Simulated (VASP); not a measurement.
Input of a VASP 6.6.1 run:

The input POSCAR:

```
Al4Co
1.0
    3.6447518270      2.1042984484      3.3661813886
   -3.6447518270      2.1042984484      3.3661813886
    0.0000000000     -4.2085968969      3.3661813886
Al Co
8 2
Direct
    0.2500000000      0.2500000000      0.2500000000
    0.7500000000      0.7500000000      0.7500000000
    0.6339477868      0.8660522132      0.2500000000
    0.2500000000      0.6339477868      0.8660522132
    0.8660522132      0.2500000000      0.6339477868
    0.3660522132      0.1339477868      0.7500000000
    0.7500000000      0.3660522132      0.1339477868
    0.1339477868      0.7500000000      0.3660522132
    0.0000000000      0.0000000000      0.0000000000
    0.5000000000      0.5000000000      0.5000000000
```

File INCAR.step1:

```
  PREC = Accurate
  ENCUT = 520
  ISMEAR = 0
  SIGMA = 0.1
  LREAL = False
  LASPH = True
  NELM = 80
  NBANDS = 32
  GGA = PE
  ALGO = Normal
  EDIFF = 1E-4
  LWAVE = True
  LCHARG = False
```

File INCAR.step2:

```
  PREC = Accurate
  ENCUT = 520
  EDIFF = 1E-6
  ISMEAR = 0
  SIGMA = 0.1
  LREAL = False
  LASPH = True
  NELM = 80
  ALGO = Normal
  ISIF = 2
  LWAVE = False
  LCHARG = False
  METAGGA = R2SCAN
  LMIXTAU = True
  NBANDS = 32
  ISTART = 1
```

The input KPOINTS:

```
regular mesh
0
Gamma
  6 6 6
```

Potentials or basis: VASP PAW PBE potentials, release 64 (Al, Co).

The run is started by

```console
$ cat potpaw_PBE.64/Al/POTCAR potpaw_PBE.64/Co/POTCAR > POTCAR
$ cp INCAR.step1 INCAR
$ mpirun -np 1 vasp_std > vasp.out
$ cp INCAR.step2 INCAR
$ mpirun -np 1 vasp_std > vasp.out
```

**Question.** Estimate the pressure.

**Answer.** -3.2 GPa.

**Question.** What does it give for the band gap on the k mesh?

**Answer.** Zero (bands 21 and 22 overlap by 2.43 eV).

Forces in eV/Å, atoms in the order of the input:
```
Al   0.000  0.000  0.000
Al   0.000  0.000  0.000
Al   0.048  0.000  0.000
Al  -0.024  0.041  0.000
Al  -0.024 -0.041  0.000
Al  -0.048  0.000  0.000
Al   0.024 -0.041  0.000
Al   0.024  0.041  0.000
Co   0.000  0.000  0.000
Co   0.000  0.000  0.000
```

Caveat: the cell stands under tension; the PAW data sets were made with another functional, which shifts forces and pressure a little; the run has no spin polarisation, though such a crystal can be magnetic. Spin polarisation is off, so any magnetic state and its effect on volume and gap are missing.
